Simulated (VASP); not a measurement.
# Ge (Fd-3m) in VASP: further runs, part 2 of 2

VASP 6.6.1.

## Step 3: Single point, PBE

Input file INCAR:

```
SYSTEM = Ge
PREC = Accurate ; ENCUT = 520
EDIFF = 1E-6 ; ISMEAR = 0
SIGMA = 0.15 ; LREAL = .False.
LASPH = .True. ; NELM = 100
ALGO = Normal ; ISIF = 2
LWAVE = .False. ; LCHARG = .False.
GGA = PE ; NBANDS = 21
```

Input file KPOINTS:

```
Automatic mesh
0
Gamma
  10 10 10
  0 0 0
```

Input file POSCAR:

```
Ge
1.0
    0.0000000000      2.8805347708      2.8805347708
    2.8805347708      0.0000000000      2.8805347708
    2.8805347708      2.8805347708      0.0000000000
Ge
2
Direct
    0.5000000000      0.5000000000      0.5000000000
    0.7500000000      0.7500000000      0.7500000000
```

Potentials or basis: VASP PAW PBE potentials, release 64 (Ge_d).

On the command line:

```
$ cat potpaw_PBE.64/Ge_d/POTCAR > POTCAR
$ mpirun -np 1 vasp_std > vasp.out
```

OUTCAR:

```text
SYSTEM = Ge
   PREC = Accurate
   ENCUT = 520
   EDIFF = 1E-6
   ISMEAR = 0
   LREAL = .False.
   LASPH = .True.
   NELM = 100
   ISIF = 2
   GGA = PE

 ion  position               nearest neighbor table
   1  0.500  0.500  0.500-   2 2.49   2 2.49   2 2.49   2 2.49
   2  0.750  0.750  0.750-   1 2.49   1 2.49   1 2.49   1 2.49

  LATTYP: Found a face centered cubic cell.
 ALAT       =     5.7610695416

  Lattice vectors:

 A1 = (   0.0000000000,   2.8805347708,   2.8805347708)
 A2 = (   2.8805347708,   0.0000000000,   2.8805347708)
 A3 = (   2.8805347708,   2.8805347708,   0.0000000000)

Analysis of symmetry for initial positions (statically):
=====================================================================
 Subroutine PRICEL returns:
 Original cell was already a primitive cell.

 Routine SETGRP: Setting up the symmetry group for a
 face centered cubic supercell.

 Subroutine GETGRP returns: Found 48 space group operations
 (whereof 24 operations were pure point group operations)
 out of a pool of 48 trial point group operations.

The static configuration has the point symmetry T_d .
 The point group associated with its full space group is O_h .

Analysis of symmetry for dynamics (positions and initial velocities):
=====================================================================
 Subroutine PRICEL returns:
 Original cell was already a primitive cell.

 Routine SETGRP: Setting up the symmetry group for a
 face centered cubic supercell.

 Subroutine GETGRP returns: Found 48 space group operations
 (whereof 24 operations were pure point group operations)
 out of a pool of 48 trial point group operations.

The dynamic configuration has the point symmetry T_d .
 The point group associated with its full space group is O_h .

 Subroutine INISYM returns: Found 48 space group operations
 (whereof 24 operations are pure point group operations),
 and found     1 'primitive' translations
[... 103 lines left out ...]
   POTIM  = 0.5000    time-step for ionic-motion
   TEBEG  =    0.0;   TEEND  =   0.0 temperature during run
   PSTRESS=    0.0 pullay stress
   NELECT =      28.0000    total number of electrons
   NUPDOWN=      -1.0000    fix difference up-down
   EMIN   =  10.00;   EMAX   =-10.00  energy-range for DOS
   EFERMI =   0.00;   METHOD = LEGACY
   ISMEAR =     0;   SIGMA  =   0.15  broadening in eV -4-tet -1-fermi 0-gaus
   EFERMI_NEDOS =   21; number of points for ismear=-14 and -15
   IALGO  =     38    algorithm
   IMIX   =      4    mixing-type and parameters
     AMIX     =   0.40;   BMIX     =  1.00
     AMIX_MAG =   1.60;   BMIX_MAG =  1.00
  volume/ion in A,a.u.               =      23.90       161.29
  Fermi-wavevector in a.u.,A,eV,Ry     =   1.369760  2.588471 25.527818  1.876242
  Thomas-Fermi vector in A             =   2.495606
   LORBIT       =      0    0 simple, 1 ext, 2 COOP (PROOUT), +10 PAW based schemes
   GGA     = PE    functional components
   LHFCALC =     F    Hartree Fock is set to
   AEXX    =    0.0000 exact exchange contribution
   IVDW    =     0    specifies the selected vdW correction
   LEPSILON=     F    determine dielectric tensor
   LRPA    =     F    only Hartree local field effects (RPA)
 non-spin polarized calculation
 Gauss-broadening in eV      SIGMA  =   0.15
  energy-cutoff  :      520.00
  volume of cell :       47.80
 maximum number of plane-waves:      1307
   NGX = 15   NGY = 15   NGZ = 15

 number of electron      27.9999979 magnetization

 Free energy of the ion-electron system (eV)
  ---------------------------------------------------
  ext. energy  EPLUGINS =         0.00000000
  ---------------------------------------------------
  free energy    TOTEN  =        -9.03422361 eV

  energy without entropy =       -9.03289469  energy(sigma->0) =       -9.03355915

 E-fermi :   4.4457     XC(G=0):  -9.6699

 val. band max:        4.2646347326   @ k =   0.1000   0.0000   0.0000
 cond. band min:       4.4780083190   @ k =   0.0000   0.0000   0.0000
 fundamental gap:      0.2133735865
 Fermi energy:         4.4457265185

 k-point     1 :       0.0000    0.0000    0.0000
  band No.  band energies     occupation
      1     -20.2675      2.00000
      2     -20.2675      2.00000
      3     -20.2675      2.00000
      4     -20.2353      2.00000
      5     -20.2353      2.00000
      6     -20.0523      2.00000
[... 565 lines left out ...]
     20      15.7736      0.00000
     21      15.9958      0.00000

 [... further k-points ...]
[... 5 lines left out ...]
  --------------------------------------------------------------------------------------
  -------------------------------------------------------------------------------------
  Total       -0.0243389     -0.0243389     -0.0243389      0.0000000      0.0000000      0.0000000
  in kB       -0.8157598     -0.8157598     -0.8157598      0.0000000      0.0000000      0.0000000
  external PRESSURE =      -0.8157598 kB  Pullay stress =       0.0000000 kB

 VOLUME and BASIS-vectors are now :
 -----------------------------------------------------------------------------
  energy-cutoff  :      520.00
  volume of cell :       47.80
      direct lattice vectors                 reciprocal lattice vectors
     0.000000000  2.880534771  2.880534771    -0.173578880  0.173578880  0.173578880
     2.880534771  0.000000000  2.880534771     0.173578880 -0.173578880  0.173578880
     2.880534771  2.880534771  0.000000000     0.173578880  0.173578880 -0.173578880

 POSITION                                       TOTAL-FORCE (eV/Angst)
 -----------------------------------------------------------------------------------
      2.88053      2.88053      2.88053        -0.000000     -0.000000     -0.000000
      4.32080      4.32080      4.32080         0.000000      0.000000      0.000000
 -----------------------------------------------------------------------------------
    total drift:                                0.000000     -0.000000     -0.000000

  FREE ENERGIE OF THE ION-ELECTRON SYSTEM (eV)
  ---------------------------------------------------
  free  energy   TOTEN  =        -9.0342236149 eV

  energy  without entropy=       -9.0328946854  energy(sigma->0) =       -9.03355915
```

It took 27 s on 1 thread of Intel Xeon Platinum 8559C (Emerald Rapids), shared host; peak memory 0.18 GiB.

What came out:

- Free energy: -9.0342 eV
- Pressure: -0.1 GPa
- Band gap on the k mesh: zero (filled and empty bands touch)

## Step 4: Against experiment

Step 2. Measured gap of Ge: 0.744 eV (indirect; 0 K; “Temperature-dependent photoluminescence in Ge: experiment and theory”, 2020, arxiv:2003.00143). This calculation gives 0.00 eV (-0.74 eV). 3 values of this kind are on record (0.666 to 0.807 eV); this one was drawn at random among those near their median. Spin-orbit coupling on Ge is left out. The value is that of PBE on a finite k mesh, which can miss the band edges, without temperature or zero-point motion. Semilocal functionals fall short of measured gaps as a rule.

Step 3. A measured gap of Ge is 0.744 eV (indirect; 0 K; “Temperature-dependent photoluminescence in Ge: experiment and theory”, 2020, arxiv:2003.00143); the calculated 0.00 eV misses it by -0.74 eV. 3 values of this kind are on record (0.666 to 0.807 eV); this one was drawn at random among those near their median. Spin-orbit coupling on Ge is left out. The value is that of PBE on a finite k mesh, which can miss the band edges, without temperature or zero-point motion. Semilocal functionals fall short of measured gaps as a rule.
